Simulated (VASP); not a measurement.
# TiSi2 (Immm) in VASP: a series of runs

TiSi2 is run at these levels: PBE; tasks: single point.

Everything below comes from runs of VASP 6.6.1. Logs are shortened: lines on timing, memory, paths and dates and some standing lists are left out, and cuts for length are marked.

**1. The cell of the first run**

The structure is orthorhombic, space group Immm (No. 71). The conventional cell has a = 2.971 Å, b = 3.410 Å, c = 8.409 Å, α = 90.00°, β = 90.00°, γ = 90.00°. Within 3.5 Å of Ti (site symmetry mmm) lie 10 Si at 2.68 to 2.77 Å and 4 Ti at 2.97 to 3.41 Å. Within 3.5 Å of Si (site symmetry mm2) lie 9 Si at 2.63 to 3.41 Å and 5 Ti at 2.68 to 2.77 Å.

**2. Single point, PBE**

File INCAR:

```
SYSTEM = TiSi2
  PREC = Accurate
  ENCUT = 520
  EDIFF = 1E-6
  ISMEAR = 0
  SIGMA = 0.15
  LREAL = .FALSE.
  LASPH = .TRUE.
  NELM = 100
  ALGO = Normal
  ISIF = 2
  LWAVE = .FALSE.
  LCHARG = .FALSE.
  GGA = PE
  NBANDS = 17
```

File KPOINTS:

```
Automatic mesh
0
G
  22 22 22
  0 0 0
```

File POSCAR:

```
TiSi2
1.0
   -1.4856866039      1.7049078399      4.2047460604
    1.4856866039     -1.7049078399      4.2047460604
    1.4856866039      1.7049078399     -4.2047460604
Ti Si
1 2
Direct
    0.0000000000      0.0000000000      0.0000000000
    0.3296402049      0.3296402049      0.0000000000
    0.6703597951      0.6703597951      0.0000000000
```

Potentials or basis: VASP PAW PBE potentials, release 64 (Ti_sv, Si).

Command:

```bash
cat potpaw_PBE.64/Ti_sv/POTCAR potpaw_PBE.64/Si/POTCAR > POTCAR
mpirun -np 1 vasp_std > vasp.out
```

OUTCAR:

```text
SYSTEM = TiSi2
   PREC = Accurate
   ENCUT = 520
   EDIFF = 1E-6
   ISMEAR = 0
   LREAL = .FALSE.
   LASPH = .TRUE.
   NELM = 100
   ISIF = 2
   GGA = PE

 ion  position               nearest neighbor table
   1  0.000  0.000  0.000-   3 2.68   2 2.68   3 2.68   2 2.68   3 2.68   2 2.68   2 2.68   3 2.68
                             2 2.77   3 2.77
   2  0.330  0.330  0.000-   3 2.63   3 2.63   3 2.63   3 2.63   1 2.68   1 2.68   1 2.68   1 2.68
                             1 2.77   3 2.87
   3  0.670  0.670  0.000-   2 2.63   2 2.63   2 2.63   2 2.63   1 2.68   1 2.68   1 2.68   1 2.68
                             1 2.77   2 2.87

  LATTYP: Found a body centered orthorhombic cell.
 ALAT       =     2.9713732078
 B/A-ratio  =     1.1475555043
 C/A-ratio  =     2.8301702724

  Lattice vectors:

 A1 = (  -1.4856866039,   1.7049078399,   4.2047460604)
 A2 = (   1.4856866039,  -1.7049078399,   4.2047460604)
 A3 = (   1.4856866039,   1.7049078399,  -4.2047460604)

Analysis of symmetry for initial positions (statically):
=====================================================================
 Subroutine PRICEL returns:
 Original cell was already a primitive cell.

 Routine SETGRP: Setting up the symmetry group for a
 body centered orthorhombic supercell.

 Subroutine GETGRP returns: Found  8 space group operations
 (whereof  8 operations were pure point group operations)
 out of a pool of  8 trial point group operations.

The static configuration has the point symmetry D_2h.

Analysis of symmetry for dynamics (positions and initial velocities):
=====================================================================
 Subroutine PRICEL returns:
 Original cell was already a primitive cell.

 Routine SETGRP: Setting up the symmetry group for a
 body centered orthorhombic supercell.

 Subroutine GETGRP returns: Found  8 space group operations
 (whereof  8 operations were pure point group operations)
 out of a pool of  8 trial point group operations.

The dynamic configuration has the point symmetry D_2h.

 Subroutine INISYM returns: Found  8 space group operations
 (whereof  8 operations are pure point group operations),
 and found     1 'primitive' translations

----------------------------------------------------------------------------------------

                                     Primitive cell

  volume of cell :      42.6018

  direct lattice vectors                    reciprocal lattice vectors
    -1.485686604  1.704907840  4.204746060     0.000000000  0.293270984  0.118913245
     1.485686604 -1.704907840  4.204746060     0.336544732  0.000000000  0.118913245
     1.485686604  1.704907840 -4.204746060     0.336544732  0.293270984  0.000000000

  length of vectors
     4.774292079  4.774292079  4.774292079     0.316462051  0.356935171  0.446396939

  position of ions in fractional coordinates (direct lattice)
     0.000000000  0.000000000  0.000000000
     0.329640205  0.329640205  0.000000000
     0.670359795  0.670359795  0.000000000

  ion indices of the primitive-cell ions
   primitive index   ion index
                 1           1
                 2           2
                 3           3

----------------------------------------------------------------------------------------

 KPOINTS: Automatic mesh

Automatic generation of k-mesh.
 Grid dimensions read from file:
 generate k-points for:   22   22   22

 Generating k-lattice:

  Cartesian coordinates                     Fractional coordinates (reciprocal lattice)
     0.000000000  0.013330499  0.005405148     0.045454545  0.000000000  0.000000000
     0.015297488  0.000000000  0.005405148     0.000000000  0.045454545  0.000000000
     0.015297488  0.013330499  0.000000000     0.000000000  0.000000000  0.045454545

  Length of vectors
     0.014384639  0.016224326  0.020290770

  Shift w.r.t. Gamma in fractional coordinates (k-lattice)
     0.000000000  0.000000000  0.000000000

 Subroutine IBZKPT returns following result:
 ===========================================

 Found   1530 irreducible k-points:

 Following reciprocal coordinates:
            Coordinates               Weight
  0.000000  0.000000  0.000000      1.000000
  0.045455  0.000000 -0.000000      4.000000
  0.090909  0.000000 -0.000000      4.000000
  0.136364  0.000000 -0.000000      4.000000
  0.181818  0.000000  0.000000      4.000000
  0.227273 -0.000000  0.000000      4.000000
[... 16 lines left out ...]
  0.454545  0.045455  0.000000      8.000000
  0.500000  0.045455 -0.000000      8.000000
 [... further k-points ...]
   k-points           NKPTS =   1530   k-points in BZ     NKDIM =   1530   number of bands    NBANDS=     17
   number of dos      NEDOS =    301   number of ions     NIONS =      3
   total plane-waves  NPLWV =  46656
   dimension x,y,z NGX =    36 NGY =   36 NGZ =   36
   dimension x,y,z NGXF=    72 NGYF=   72 NGZF=   72
   ions per type =               1   2
   NGX,Y,Z   is equivalent  to a cutoff of  12.54, 12.54, 12.54 a.u.
   NGXF,Y,Z  is equivalent  to a cutoff of  25.07, 25.07, 25.07 a.u.
 SYSTEM =  TiSi2
   PREC   = accura    normal or accurate (medium, high low for compatibility)
   ISTART =      0    job   : 0-new  1-cont  2-samecut
   ICHARG =      2    charge: 1-file 2-atom 10-const
   ISPIN  =      1    spin polarized calculation?
   LNONCOLLINEAR =      F non collinear calculations
   LSORBIT =      F    spin-orbit coupling
   LASPH  =      T    aspherical Exc in radial PAW
   ENCUT  =  520.0 eV  38.22 Ry    6.18 a.u.   8.88  8.88  8.88*2*pi/ulx,y,z
   NELM   =    100;   NELMIN=  2; NELMDL= -5     # of ELM steps
   EDIFF  = 0.1E-05   stopping-criterion for ELM
   LREAL  =      F    real-space projection
   EDIFFG = 0.1E-04   stopping-criterion for IOM
   NSW    =      0    number of steps for IOM
   IBRION =     -1    ionic relax: 0-MD 1-quasi-New 2-CG
   NFREE  =      0    steps in history (QN), initial steepest desc. (CG)
   ISIF   =      2    stress and relaxation
   ISYM   =      2    0-nonsym 1-usesym 2-fastsym
   POTIM  = 0.5000    time-step for ionic-motion
   TEBEG  =    0.0;   TEEND  =   0.0 temperature during run
   PSTRESS=    0.0 pullay stress
   NELECT =      20.0000    total number of electrons
   NUPDOWN=      -1.0000    fix difference up-down
   EMIN   =  10.00;   EMAX   =-10.00  energy-range for DOS
   EFERMI =   0.00;   METHOD = LEGACY
   ISMEAR =     0;   SIGMA  =   0.15  broadening in eV -4-tet -1-fermi 0-gaus
   EFERMI_NEDOS =   21; number of points for ismear=-14 and -15
   IALGO  =     38    algorithm
   IMIX   =      4    mixing-type and parameters
     AMIX     =   0.40;   BMIX     =  1.00
     AMIX_MAG =   1.60;   BMIX_MAG =  1.00
  volume/ion in A,a.u.               =      14.20        95.83
  Fermi-wavevector in a.u.,A,eV,Ry     =   1.272357  2.404405 22.026356  1.618891
  Thomas-Fermi vector in A             =   2.405240
   LORBIT       =      0    0 simple, 1 ext, 2 COOP (PROOUT), +10 PAW based schemes
   GGA     = PE    functional components
   LHFCALC =     F    Hartree Fock is set to
   AEXX    =    0.0000 exact exchange contribution
   IVDW    =     0    specifies the selected vdW correction
   LEPSILON=     F    determine dielectric tensor
   LRPA    =     F    only Hartree local field effects (RPA)
 non-spin polarized calculation
 Gauss-broadening in eV      SIGMA  =   0.15
  energy-cutoff  :      520.00
  volume of cell :       42.60
 maximum number of plane-waves:      1177
   NGX = 17   NGY = 17   NGZ = 17

 number of electron      19.9999997 magnetization

 Free energy of the ion-electron system (eV)
  ---------------------------------------------------
  ext. energy  EPLUGINS =         0.00000000
  ---------------------------------------------------
  free energy    TOTEN  =       -19.85890022 eV

  energy without entropy =      -19.84350126  energy(sigma->0) =      -19.85120074

 E-fermi :   9.9433     XC(G=0): -11.6822

 val. band max:        9.9428464865   @ k =  -0.2273  -0.2727   0.1364
 cond. band min:       9.9439146876   @ k =  -0.3636   0.5000   0.2273
 fundamental gap:      0.0010682011
 Fermi energy:         9.9433306176

 k-point     1 :       0.0000    0.0000    0.0000
  band No.  band energies     occupation
      1     -46.3242      2.00000
      2     -22.6458      2.00000
      3     -22.6285      2.00000
      4     -22.3988      2.00000
      5      -2.5758      2.00000
      6       5.2553      2.00000
[... 9 lines left out ...]
     16      15.3135      0.00000
     17      15.5615      0.00000

 k-point     2 :       0.0455    0.0000   -0.0000
  band No.  band energies     occupation
      1     -46.3241      2.00000
      2     -22.6457      2.00000
      3     -22.6305      2.00000
      4     -22.3987      2.00000
      5      -2.5453      2.00000
      6       5.1599      2.00000
[... 9 lines left out ...]
     16      15.2765      0.00000
     17      15.5853      0.00000

 k-point     3 :       0.0909    0.0000   -0.0000
  band No.  band energies     occupation
      1     -46.3237      2.00000
      2     -22.6452      2.00000
      3     -22.6363      2.00000
      4     -22.3983      2.00000
      5      -2.4541      2.00000
      6       4.9510      2.00000
[... 9 lines left out ...]
     16      15.2043      0.00000
     17      15.7027      0.00000

 k-point     4 :       0.1364    0.0000   -0.0000
  band No.  band energies     occupation
      1     -46.3230      2.00000
      2     -22.6456      2.00000
      3     -22.6444      2.00000
      4     -22.3976      2.00000
      5      -2.3032      2.00000
      6       4.6900      2.00000
[... 9 lines left out ...]
     16      15.3633      0.00000
     17      15.8894      0.00000
[... 343 lines left out ...]
      1     -46.3174      2.00000
      2     -22.7171      2.00000
      3     -22.6381      2.00000
      4     -22.3987      2.00000
      5      -0.1863      2.00000
      6       1.8586      2.00000
[... 9 lines left out ...]
     16      16.4282      0.00000
     17      17.3303      0.00000

 k-point    23 :       0.4545    0.0455    0.0000
  band No.  band energies     occupation
      1     -46.3171      2.00000
      2     -22.7228      2.00000
      3     -22.6376      2.00000
      4     -22.3982      2.00000
      5       0.2995      2.00000
      6       1.3070      2.00000
[... 9 lines left out ...]
     16      16.1686      0.00000
     17      17.0469      0.00000

 k-point    24 :       0.5000    0.0455   -0.0000
  band No.  band energies     occupation
      1     -46.3169      2.00000
      2     -22.7247      2.00000
      3     -22.6373      2.00000
      4     -22.3981      2.00000
      5       0.6409      2.00000
      6       0.9441      2.00000
[... 9 lines left out ...]
     16      16.0748      0.00000
     17      17.0476      0.00000

 [... further k-points ...]

------------------------ aborting loop because EDIFF is reached ----------------------------------------

  FORCE on cell =-STRESS in cart. coord.  units (eV):
  Direction    XX          YY          ZZ          XY          YZ          ZX
  --------------------------------------------------------------------------------------
  -------------------------------------------------------------------------------------
  Total       -0.0787230      0.0399671      0.0202660      0.0000000      0.0000000      0.0000000
  in kB       -2.9606322      1.5030905      0.7621670      0.0000000      0.0000000      0.0000000
  external PRESSURE =      -0.2317916 kB  Pullay stress =       0.0000000 kB

 VOLUME and BASIS-vectors are now :
 -----------------------------------------------------------------------------
  energy-cutoff  :      520.00
  volume of cell :       42.60
      direct lattice vectors                 reciprocal lattice vectors
    -1.485686604  1.704907840  4.204746060     0.000000000  0.293270984  0.118913245
     1.485686604 -1.704907840  4.204746060     0.336544732  0.000000000  0.118913245
     1.485686604  1.704907840 -4.204746060     0.336544732  0.293270984  0.000000000

 POSITION                                       TOTAL-FORCE (eV/Angst)
 -----------------------------------------------------------------------------------
      0.00000      0.00000      0.00000         0.000000      0.000000      0.000000
      0.00000      0.00000      2.77211         0.000000     -0.000000     -0.001644
      0.00000      0.00000      5.63739        -0.000000     -0.000000      0.001644
 -----------------------------------------------------------------------------------
    total drift:                                0.000000     -0.000000      0.000000

  FREE ENERGIE OF THE ION-ELECTRON SYSTEM (eV)
  ---------------------------------------------------
  free  energy   TOTEN  =       -19.8589002205 eV

  energy  without entropy=      -19.8435012588  energy(sigma->0) =      -19.85120074
```

Wall time 20 min (1 thread of Intel Xeon Platinum 8488C (Sapphire Rapids), shared host); peak memory 1.1 GiB.

Results:

* Free energy: -19.8589 eV
* Pressure: 0.0 GPa
* Band gap on the k mesh: zero (bands 10 and 11 overlap by 2.34 eV)

Levels at points of the mesh, in eV from the Fermi level:
| k point | band 8 | band 9 | band 10 | band 11 | band 12 | band 13 |
| --- | --- | --- | --- | --- | --- | --- |
| (0.00, 0.00, 0.00) | -2.03 | -0.59 | 0.63 | 2.18 | 2.38 | 3.26 |
| (0.50, 0.00, 0.00) | -3.69 | -0.65 | 0.86 | 1.99 | 2.63 | 3.56 |
| (0.00, 0.50, 0.00) | -3.36 | -0.86 | -0.42 | 1.01 | 2.84 | 3.37 |
| (0.50, 0.50, 0.00) | -4.69 | -2.88 | -1.26 | -0.64 | 2.73 | 2.93 |
| (0.50, 0.50, 0.50) | -1.18 | -0.34 | 0.54 | 1.92 | 2.25 | 2.43 |

**3. Single point, PBE**

File INCAR:

```
SYSTEM = TiSi2
PREC     = Accurate       ! precision mode
ENCUT    = 520            ! plane-wave cutoff, eV
EDIFF    = 1E-6           ! SCF threshold, eV
ISMEAR   = 0              ! smearing method
SIGMA    = 0.1            ! smearing width, eV
LREAL    = .False.        ! projectors in reciprocal space
LASPH    = .True.         ! aspherical terms in the spheres
NELM     = 100            ! most SCF steps
ALGO     = Normal         ! electronic algorithm
ISIF     = 2              ! what is computed and relaxed
LWAVE    = .False.        ! write WAVECAR
LCHARG   = .False.        ! write CHGCAR
GGA      = PE             ! functional
NBANDS   = 17             ! bands
```

File KPOINTS:

```
Automatic mesh
0
Gamma
  18 18 18
  0 0 0
```

POSCAR is that of step 2.

Potentials or basis: VASP PAW PBE potentials, release 64 (Ti_sv, Si).

Command:

```bash
cat potpaw_PBE.64/Ti_sv/POTCAR potpaw_PBE.64/Si/POTCAR > POTCAR
mpirun -np 1 vasp_std > vasp.out
```

It took 12 min on 1 thread of Intel Xeon Platinum 8488C (Sapphire Rapids), shared host; peak memory 0.69 GiB.

Results (log left out):

```yaml
Free_energy: -19.8540 eV
Pressure: 0.0 GPa
Band_gap_on_the_k_mesh: zero (bands 10 and 11 overlap by 2.31 eV)
```

Forces in eV/Å, atoms in the order of the input:
```
Ti   0.000  0.000  0.000
Si   0.000  0.000 -0.003
Si   0.000  0.000  0.003
```

Levels at points of the mesh, in eV from the Fermi level:
```csv
k point,band 8,band 9,band 10,band 11,band 12,band 13
"(0.00, 0.00, 0.00)",-2.02,-0.58,0.64,2.19,2.39,3.26
"(0.50, 0.00, 0.00)",-3.68,-0.64,0.87,2.00,2.64,3.57
"(0.00, 0.50, 0.00)",-3.35,-0.85,-0.41,1.02,2.85,3.38
"(0.50, 0.50, 0.00)",-4.68,-2.87,-1.25,-0.63,2.74,2.94
"(0.50, 0.50, 0.50)",-1.17,-0.33,0.54,1.93,2.26,2.44
```
